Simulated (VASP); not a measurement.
TePb (rocksalt type):

```
Pb Te
1.0
     0.00000    3.08538    3.08538
     3.08538    0.00000    3.08538
     3.08538    3.08538    0.00000
Pb Te
1 1
Direct
  0.00000 0.00000 0.00000
  0.50000 0.50000 0.50000
```

| Property | Result |
| --- | --- |
| Program | VASP 6.6.1 |
| Task | relaxation of cell and atoms |
| Functional | LDA |
| Potentials or basis | VASP PAW LDA potentials, release 64 (Pb_d, Te) |
| Cutoff | 600 eV |
| k mesh | 12 × 12 × 12 |
| Occupations | fermi-dirac, width 0.08 eV |
| Spin | no spin polarisation |

At the start: pressure 6.3 GPa; volume 29.37 Å³/atom.

Problem. How do energy, volume and symmetry change on relaxing?

Solution. Over 3 steps the energy falls by 56.1 meV/atom and the volume is 32.52 Å³/atom (+10.7 %); space group Fm-3m (No. 225, to 0.05 Å).

The path:
```csv
step,energy change (eV),largest force (eV/Å),pressure (GPa),volume (Å³)
1,0.0000,0.0000,6.26,58.74
2,-0.0786,0.0000,-2.56,69.04
3,-0.1123,0.0000,0.00,65.05
```

Final structure:
```cif
data_structure
_symmetry_space_group_name_H-M 'P 1'
_symmetry_Int_Tables_number 1
_cell_length_a 4.5143
_cell_length_b 4.5143
_cell_length_c 4.5143
_cell_angle_alpha 60.000
_cell_angle_beta 60.000
_cell_angle_gamma 60.000
_cell_volume 65.05
loop_
_atom_site_label
_atom_site_type_symbol
_atom_site_fract_x
_atom_site_fract_y
_atom_site_fract_z
_atom_site_occupancy
Pb1 Pb 0.00000 0.00000 0.00000 1
Te1 Te 0.50000 0.50000 0.50000 1
```
